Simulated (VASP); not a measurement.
# SiC5 (P6/mmm) in VASP: relaxation of cell and atoms with PBE

Aim: the relaxation of cell and atoms of SiC5 with PBE.

All numbers are computed with VASP 6.6.1; they aren't measurements. Logs are shortened: lines on timing, memory, paths and dates and some standing lists are left out, and cuts for length are marked.

## Step 1: The cell of the first run

The structure is hexagonal, space group P6/mmm (No. 191). Conventional cell: a = 2.533 Å, b = 2.533 Å, c = 14.270 Å, α = 90.00°, β = 90.00°, γ = 120.00°. Si (site symmetry 6/mmm) has 2 C at 2.38 Å and 6 Si at 2.53 Å within 3.1 Å. Within 3.1 Å of C (site symmetry 6mm) lie 8 C at 2.38 to 2.53 Å. Within 3.1 Å of C (site symmetry 6/mmm) lie 8 C at 2.38 to 2.53 Å. Within 3.1 Å of C (site symmetry 6mm) lie 7 C at 2.38 to 2.53 Å and 1 Si at 2.38 Å.

## Step 2: Relaxation of cell and atoms, PBE

Input file INCAR:

```
SYSTEM = SiC5
ALGO = Normal
EDIFF = 1E-7
EDIFFG = -0.04
ENCUT = 1300
GGA = PE
GGA_COMPAT = .False.
IBRION = 2
ISIF = 3
ISMEAR = 0
LASPH = .True.
LCHARG = .False.
LREAL = .False.
LWAVE = .False.
NELM = 120
NELMIN = 4
NSW = 90
PREC = Accurate
SIGMA = 0.1
```

Input file KPOINTS:

```
k-points
0
Gamma
  6 6 2
  0 0 0
```

Input file POSCAR:

```
SiC5
1.0
    2.5326316200      0.0000000000      0.0000000000
   -1.2663158100      2.1933233200      0.0000000000
    0.0000000000      0.0000000000     14.2697299200
Si C
1 5
Direct
    0.0000000000      0.0000000000      0.5000000000
    0.0000000000      0.0000000000      0.8333333300
    0.0000000000      0.0000000000      0.0000000000
    0.0000000000      0.0000000000      0.1666666700
    0.0000000000      0.0000000000      0.3333333300
    0.0000000000      0.0000000000      0.6666666700
```

Potentials or basis: VASP PAW PBE potentials, release 64 (Si, C_h).

Command:

```bash
$ cat potpaw_PBE.64/Si/POTCAR potpaw_PBE.64/C_h/POTCAR > POTCAR
$ mpirun -np 1 vasp_std > vasp.out
```

OUTCAR:

```text
SYSTEM = SiC5
   EDIFF = 1E-7
   EDIFFG = -0.04
   ENCUT = 1300
   GGA = PE
   IBRION = 2
   ISIF = 3
   ISMEAR = 0
   LASPH = .True.
   LREAL = .False.
   NELM = 120
   NELMIN = 4
   NSW = 90
   PREC = Accurate

 ion  position               nearest neighbor table
   1  0.000  0.000  0.500-
   2  0.000  0.000  0.833-
   3  0.000  0.000  0.000-
   4  0.000  0.000  0.167-
   5  0.000  0.000  0.333-
   6  0.000  0.000  0.667-

  LATTYP: Found a hexagonal cell.
 ALAT       =     2.5326316200
 C/A-ratio  =     5.6343487965

  Lattice vectors:

 A1 = (   2.5326316200,   0.0000000000,   0.0000000000)
 A2 = (  -1.2663158100,   2.1933233200,   0.0000000000)
 A3 = (   0.0000000000,   0.0000000000,  14.2697299200)

Analysis of symmetry for initial positions (statically):
=====================================================================
 Subroutine PRICEL returns:
 Original cell was already a primitive cell.

 Routine SETGRP: Setting up the symmetry group for a
 hexagonal supercell.

 Subroutine GETGRP returns: Found 24 space group operations
 (whereof 24 operations were pure point group operations)
 out of a pool of 24 trial point group operations.

The static configuration has the point symmetry D_6h.

Analysis of symmetry for dynamics (positions and initial velocities):
=====================================================================
 Subroutine PRICEL returns:
 Original cell was already a primitive cell.

 Routine SETGRP: Setting up the symmetry group for a
 hexagonal supercell.

 Subroutine GETGRP returns: Found 24 space group operations
 (whereof 24 operations were pure point group operations)
 out of a pool of 24 trial point group operations.

The dynamic configuration has the point symmetry D_6h.

 Subroutine INISYM returns: Found 24 space group operations
 (whereof 24 operations are pure point group operations),
 and found     1 'primitive' translations

----------------------------------------------------------------------------------------

                                     Primitive cell

  volume of cell :      79.2666

  direct lattice vectors                    reciprocal lattice vectors
     2.532631620  0.000000000  0.000000000     0.394846211  0.227964567  0.000000000
    -1.266315810  2.193323320  0.000000000     0.000000000  0.455929133  0.000000000
     0.000000000  0.000000000 14.269729920     0.000000000  0.000000000  0.070078411

  length of vectors
     2.532631620  2.532631619 14.269729920     0.455929133  0.455929133  0.070078411

  position of ions in fractional coordinates (direct lattice)
     0.000000000  0.000000000  0.500000000
     0.000000000  0.000000000  0.833333330
     0.000000000  0.000000000  0.000000000
     0.000000000  0.000000000  0.166666670
     0.000000000  0.000000000  0.333333330
     0.000000000  0.000000000  0.666666670

  ion indices of the primitive-cell ions
   primitive index   ion index
                 1           1
                 2           2
                 3           3
                 4           4
                 5           5
                 6           6

----------------------------------------------------------------------------------------

 KPOINTS: k-points

Automatic generation of k-mesh.
 Grid dimensions read from file:
 generate k-points for:    6    6    2

 Generating k-lattice:

  Cartesian coordinates                     Fractional coordinates (reciprocal lattice)
     0.065807702  0.037994094  0.000000000     0.166666667  0.000000000  0.000000000
     0.000000000  0.075988189  0.000000000     0.000000000  0.166666667  0.000000000
     0.000000000  0.000000000  0.035039206     0.000000000  0.000000000  0.500000000

  Length of vectors
     0.075988189  0.075988189  0.035039206

  Shift w.r.t. Gamma in fractional coordinates (k-lattice)
     0.000000000  0.000000000  0.000000000

 Subroutine IBZKPT returns following result:
 ===========================================

 Found     14 irreducible k-points:

 Following reciprocal coordinates:
            Coordinates               Weight
  0.000000  0.000000  0.000000      1.000000
  0.166667 -0.000000  0.000000      6.000000
  0.333333  0.000000  0.000000      6.000000
  0.500000 -0.000000  0.000000      3.000000
  0.166667  0.166667  0.000000      6.000000
  0.333333  0.166667  0.000000     12.000000
  0.333333  0.333333  0.000000      2.000000
  0.000000  0.000000  0.500000      1.000000
  0.166667 -0.000000  0.500000      6.000000
  0.333333  0.000000  0.500000      6.000000
  0.500000 -0.000000  0.500000      3.000000
  0.166667  0.166667  0.500000      6.000000
  0.333333  0.166667  0.500000     12.000000
  0.333333  0.333333  0.500000      2.000000
   k-points           NKPTS =     14   k-points in BZ     NKDIM =     14   number of bands    NBANDS=     16
   number of dos      NEDOS =    301   number of ions     NIONS =      6
   total plane-waves  NPLWV = 151200
   dimension x,y,z NGX =    30 NGY =   30 NGZ =  168
   dimension x,y,z NGXF=    60 NGYF=   60 NGZF=  336
   ions per type =               1   5
   NGX,Y,Z   is equivalent  to a cutoff of  19.69, 19.69, 19.57 a.u.
   NGXF,Y,Z  is equivalent  to a cutoff of  39.38, 39.38, 39.14 a.u.
 SYSTEM =  SiC5
   PREC   = accura    normal or accurate (medium, high low for compatibility)
   ISTART =      0    job   : 0-new  1-cont  2-samecut
   ICHARG =      2    charge: 1-file 2-atom 10-const
   ISPIN  =      1    spin polarized calculation?
   LNONCOLLINEAR =      F non collinear calculations
   LSORBIT =      F    spin-orbit coupling
   LASPH  =      T    aspherical Exc in radial PAW
   ENCUT  = 1300.0 eV  95.55 Ry    9.77 a.u.   7.45  7.45 41.95*2*pi/ulx,y,z
   NELM   =    120;   NELMIN=  4; NELMDL= -5     # of ELM steps
   EDIFF  = 0.1E-06   stopping-criterion for ELM
   LREAL  =      F    real-space projection
   EDIFFG = -.4E-01   stopping-criterion for IOM
   NSW    =     90    number of steps for IOM
   IBRION =      2    ionic relax: 0-MD 1-quasi-New 2-CG
   NFREE  =      1    steps in history (QN), initial steepest desc. (CG)
   ISIF   =      3    stress and relaxation
   ISYM   =      2    0-nonsym 1-usesym 2-fastsym
   POTIM  = 0.5000    time-step for ionic-motion
   TEBEG  =    0.0;   TEEND  =   0.0 temperature during run
   PSTRESS=    0.0 pullay stress
   NELECT =      24.0000    total number of electrons
   NUPDOWN=      -1.0000    fix difference up-down
   EMIN   =  10.00;   EMAX   =-10.00  energy-range for DOS
   EFERMI =   0.00;   METHOD = LEGACY
   ISMEAR =     0;   SIGMA  =   0.10  broadening in eV -4-tet -1-fermi 0-gaus
   EFERMI_NEDOS =   21; number of points for ismear=-14 and -15
   IALGO  =     38    algorithm
   IMIX   =      4    mixing-type and parameters
     AMIX     =   0.40;   BMIX     =  1.00
     AMIX_MAG =   1.60;   BMIX_MAG =  1.00
  volume/ion in A,a.u.               =      13.21        89.15
  Fermi-wavevector in a.u.,A,eV,Ry     =   1.099297  2.077370 16.442018  1.208454
  Thomas-Fermi vector in A             =   2.235689
   LORBIT       =      0    0 simple, 1 ext, 2 COOP (PROOUT), +10 PAW based schemes
   GGA     = PE    functional components
   LHFCALC =     F    Hartree Fock is set to
   AEXX    =    0.0000 exact exchange contribution
   IVDW    =     0    specifies the selected vdW correction
   LEPSILON=     F    determine dielectric tensor
   LRPA    =     F    only Hartree local field effects (RPA)
 conjugate gradient relaxation of ions
 non-spin polarized calculation
 Gauss-broadening in eV      SIGMA  =   0.10
  energy-cutoff  :     1300.00
  volume of cell :       79.27
 maximum number of plane-waves:      8478
 NGX is ok and might be reduce to    30
   NGX = 15   NGY = 15   NGZ = 83

--------------------------------------- Ionic step        1  -------------------------------------------

 number of electron      24.0000000 magnetization

 Free energy of the ion-electron system (eV)
  ---------------------------------------------------
  ext. energy  EPLUGINS =         0.00000000
  ---------------------------------------------------
  free energy    TOTEN  =       -26.37031212 eV

  energy without entropy =      -26.34909603  energy(sigma->0) =      -26.35970407

 E-fermi :   3.5238     XC(G=0): -10.2217

 val. band max:        3.4605923150   @ k =   0.1667   0.1667   0.5000
 cond. band min:       3.5276966971   @ k =   0.1667   0.1667   0.5000
 fundamental gap:      0.0671043821
 Fermi energy:         3.5238489477

 k-point     1 :       0.0000    0.0000    0.0000
  band No.  band energies     occupation
      1     -10.1461      2.00000
      2      -9.1127      2.00000
      3      -9.0291      2.00000
      4      -7.6439      2.00000
      5      -7.4329      2.00000
      6      -6.0630      2.00000
[... 368 lines left out ...]
  FREE ENERGIE OF THE ION-ELECTRON SYSTEM (eV)
  ---------------------------------------------------
  free  energy   TOTEN  =       -31.7814128999 eV

  energy  without entropy=      -31.7673456639  energy(sigma->0) =      -31.77437928

 E-fermi :  10.6378     XC(G=0): -12.8886

 val. band max:       10.6310598111   @ k =   0.5000  -0.0000   0.0000
 cond. band min:      10.6493280142   @ k =   0.5000  -0.0000   0.5000
 fundamental gap:      0.0182682030
 Fermi energy:        10.6378319775

 k-point     1 :       0.0000    0.0000    0.0000
  band No.  band energies     occupation
      1      -9.1350      2.00000
      2      -8.3946      2.00000
      3      -6.9326      2.00000
      4      -4.3271      2.00000
      5      -3.2146      2.00000
      6       0.6410      2.00000
[... 243 lines left out ...]
      3       0.2984      2.00000
      4       2.5164      2.00000
      5       3.6545      2.00000
      6       3.6545      2.00000
[... 8 lines left out ...]
     15      11.6191      0.00000
     16      11.6191      0.00000

 E-fermi :   2.4916     XC(G=0):  -9.2735

 val. band max:        2.3721479239   @ k =   0.3333   0.3333   0.5000
 cond. band min:       2.5148600998   @ k =   0.1667   0.1667   0.0000
 fundamental gap:      0.1427121759
 Fermi energy:         2.4916191489

 k-point     1 :       0.0000    0.0000    0.0000
  band No.  band energies     occupation
      1     -14.4818      2.00000
      2     -12.4210      2.00000
      3     -10.3566      2.00000
      4      -8.4484      2.00000
      5      -6.6339      2.00000
      6      -2.6632      2.00000
[... 243 lines left out ...]
      3      -9.6471      2.00000
      4      -8.1109      2.00000
      5      -3.4540      2.00000
      6      -3.4540      2.00000
[... 8 lines left out ...]
     15       2.3721      1.90889
     16       7.1985      0.00000

[... ionic steps 4 to 39 ...]

--------------------------------------- Ionic step       40  -------------------------------------------

 number of electron      24.0000000 magnetization

------------------------ aborting loop because EDIFF is reached ----------------------------------------
[... 75 lines left out ...]
--------------------------------------- Ionic step       42  -------------------------------------------

 number of electron      24.0000000 magnetization

 Free energy of the ion-electron system (eV)
  ---------------------------------------------------
  ext. energy  EPLUGINS =         0.00000000
  ---------------------------------------------------
  free energy    TOTEN  =       -43.78070208 eV

  energy without entropy =      -43.76912731  energy(sigma->0) =      -43.77491470

 E-fermi :   4.6451     XC(G=0): -10.2487

 val. band max:        4.5991735584   @ k =   0.3333   0.1667   0.0000
 cond. band min:       4.7400029216   @ k =   0.3333   0.1667   0.5000
 fundamental gap:      0.1408293632
 Fermi energy:         4.6450641650

 k-point     1 :       0.0000    0.0000    0.0000
  band No.  band energies     occupation
      1     -12.3042      2.00000
      2     -10.8967      2.00000
      3      -9.3834      2.00000
      4      -6.4989      2.00000
      5      -6.3508      2.00000
      6      -2.9400      2.00000
[... 288 lines left out ...]
  FREE ENERGIE OF THE ION-ELECTRON SYSTEM (eV)
  ---------------------------------------------------
  free  energy   TOTEN  =       -43.7807020836 eV

  energy  without entropy=      -43.7691273115  energy(sigma->0) =      -43.77491470

 reached required accuracy - stopping structural energy minimisation
```

It took 39 min on 1 thread of Intel Xeon Platinum 8488C (Sapphire Rapids), shared host; peak memory 0.45 GiB.

What came out:

- Free energy: -43.7807 eV
- Relaxed volume: 11.21 Å³/atom
- Relaxed cell: a = 2.977 Å, b = 2.977 Å, c = 8.768 Å, α = 90.00°, β = 90.00°, γ = 120.00°
- Space group after relaxing (to 0.1 Å): P6/mmm (No. 191)
- Energy gained by relaxing: 2901.7 meV/atom
- Ionic steps: 42
- Pressure after relaxing: 0.3 GPa
- Largest force after relaxing: 0.013 eV/Å
- Band gap on the k mesh: zero (bands 12 and 13 overlap by 3.20 eV)

Forces on the atoms (eV/Å):
```
Si   0.000  0.000  0.000
C    0.000  0.000 -0.013
C    0.000  0.000  0.000
C    0.000  0.000  0.013
C    0.000  0.000 -0.011
C    0.000  0.000  0.011
```

Step by step:
```csv
step,energy change (eV),largest force (eV/Å),pressure (GPa),volume (Å³)
1,0.0000,0.0780,-29.53,79.27
3,-5.4111,3.1375,-4.63,46.74
5,-5.4964,3.5992,2.13,45.15
7,-7.5927,6.5243,44.14,39.14
9,-8.2878,2.9023,52.52,39.32
11,-9.8441,2.3674,-4.99,46.90
13,-9.9599,3.2692,-18.35,50.77
15,-12.2494,3.6168,-26.94,56.58
17,-13.4150,12.2911,20.34,82.03
19,-15.6604,2.8864,-8.28,71.59
21,-15.9287,3.2905,-1.02,69.40
23,-16.6358,4.8025,20.27,63.36
25,-16.8220,3.9443,14.18,64.08
27,-17.0777,4.3903,14.98,62.98
29,-17.3726,0.3948,3.84,64.25
31,-17.3775,0.2297,2.90,64.47
33,-17.3853,0.5573,1.03,65.09
35,-17.4041,0.0652,-0.59,66.74
37,-17.4075,0.1811,0.01,67.09
39,-17.4086,0.1457,0.34,67.11
41,-17.4094,0.2037,0.28,67.18
42,-17.4104,0.0127,0.26,67.29
```

Final structure:
```
Si C
1.0
     2.97676    0.00000    0.00000
    -1.48838    2.57795    0.00000
     0.00000    0.00000    8.76825
Si C
1 5
Direct
  0.00000 0.00000 0.50000
  0.00000 0.00000 0.85221
  0.00000 0.00000 0.00000
  0.00000 0.00000 0.14779
  0.00000 0.00000 0.29123
  0.00000 0.00000 0.70877
```

Levels at points of the mesh, in eV from the Fermi level:
| k point | band 10 | band 11 | band 12 | band 13 | band 14 | band 15 |
| --- | --- | --- | --- | --- | --- | --- |
| (0.00, 0.00, 0.00) | -1.00 | -1.00 | 1.55 | 1.55 | 5.64 | 5.64 |
| (0.50, 0.00, 0.00) | -3.68 | -1.87 | -0.26 | 0.42 | 1.12 | 1.59 |
| (0.00, 0.00, 0.50) | -1.06 | -1.06 | 1.78 | 1.78 | 4.83 | 4.83 |
| (0.50, 0.00, 0.50) | -2.89 | -2.56 | -2.00 | 0.88 | 1.63 | 3.10 |

Caveat: the k points lie up to 0.41 Å⁻¹ apart in the final cell, too coarse for converged energies and pressures of a metal; the volume moved by over 15 % at a fixed basis, so the end points are rough.

The gap in the log of VASP goes by the Fermi energy; the results here count the filled bands.